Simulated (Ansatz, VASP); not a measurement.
## Two plane-wave programs on Ca

```
CELL_PARAMETERS angstrom
0.00000 4.27861 4.27861
4.27861 0.00000 4.27861
4.27861 4.27861 0.00000
ATOMIC_POSITIONS crystal
Ca 0.12500 0.12500 0.12500
Ca 0.87500 0.87500 0.87500
```

Alike in both runs: task single point; functional LDA; k mesh 8 × 8 × 8; occupations fermi-dirac, width 0.1 eV; no spin polarisation.

|  | VASP | Ansatz |
| --- | --- | --- |
| version | VASP 6.6.1 | Ansatz 0.2.0 |
| potentials or method | VASP PAW LDA potentials, release 64 (Ca_sv), cutoff 520 eV | plane waves (420 eV) with PAW, scalar-relativistic |
| valence electrons in the cell | 20 | 20 |

|  | VASP | Ansatz | Ansatz less VASP |
| --- | --- | --- | --- |
| pressure (GPa) | -0.4 | -0.4 | +0.01 |

Ansatz warns that its potentials were made for another functional, while VASP's fit it. LDA's correlation is that of Perdew and Zunger in VASP and of Perdew and Wang (1992) in Ansatz.
